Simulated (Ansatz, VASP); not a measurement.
Nb: VASP beside Ansatz

Contents of INCAR:

```
PREC = Accurate
ENCUT = 520
EDIFF = 1E-6
ISMEAR = -1
SIGMA = 0.05
LREAL = False
LASPH = True
NELM = 100
ALGO = Normal
ISIF = 2
LWAVE = False
LCHARG = False
GGA = CA
NBANDS = 12
```

KPOINTS

```
regular mesh
0
Gamma
  11 11 11
```

POSCAR

```
Nb
1.0
    0.0000000000      2.1150000000      2.1150000000
    2.1150000000      0.0000000000      2.1150000000
    2.1150000000      2.1150000000      0.0000000000
Nb
1
Direct
    0.0000000000      0.0000000000      0.0000000000
```

The input input.yaml:

```yaml
crystal:
  lattice:
    - [0.0, 2.115, 2.115]
    - [2.115, 0.0, 2.115]
    - [2.115, 2.115, 0.0]
  atoms:
    - { symbol: Nb, position: [0.0, 0.0, 0.0] }
kpoints:
  mp_grid: { grid: [11, 11, 11] }
  band_path:
    path:
      - [0.0, 0.0, 0.0]
      - [0.5, 0.0, 0.5]
      - [0.5, 0.25, 0.75]
      - [0.375, 0.375, 0.75]
      - [0.0, 0.0, 0.0]
      - [0.5, 0.5, 0.5]
      - [0.625, 0.25, 0.625]
      - [0.5, 0.25, 0.75]
    npoints: 12
scf:
  occupations: { method: fermi_dirac, width: 0.05 }
hamiltonian:
  xc: lda
  pseudopotentials: { kind: all_electron, lapw: { basis_error: 0.001 } }
output:
  forces: true
  stress: true
  eigenvalues: true
```

Alike in both runs: functional LDA; k mesh 11 × 11 × 11; occupations fermi-dirac, width 0.05 eV; no spin polarisation.

|  | VASP | Ansatz |
| --- | --- | --- |
| version | VASP 6.6.1 | Ansatz 0.2.0 |
| potentials or method | VASP PAW LDA potentials, release 64 (Nb_sv), cutoff 520 eV | all-electron LAPW, scalar-relativistic |
| task | single point | band structure |

```csv
,VASP,Ansatz,Ansatz less VASP
gap on the k mesh at the Fermi level (eV),none,none,-
pressure (GPa),-11.1,-11.0,+0.10
```

LDA's correlation is that of Perdew and Zunger in VASP and of Perdew and Wang (1992) in Ansatz. A gap of «none» marks a metal or a gap that the smearing closes. Ansatz ran all-electron here, and VASP with PAW potentials.
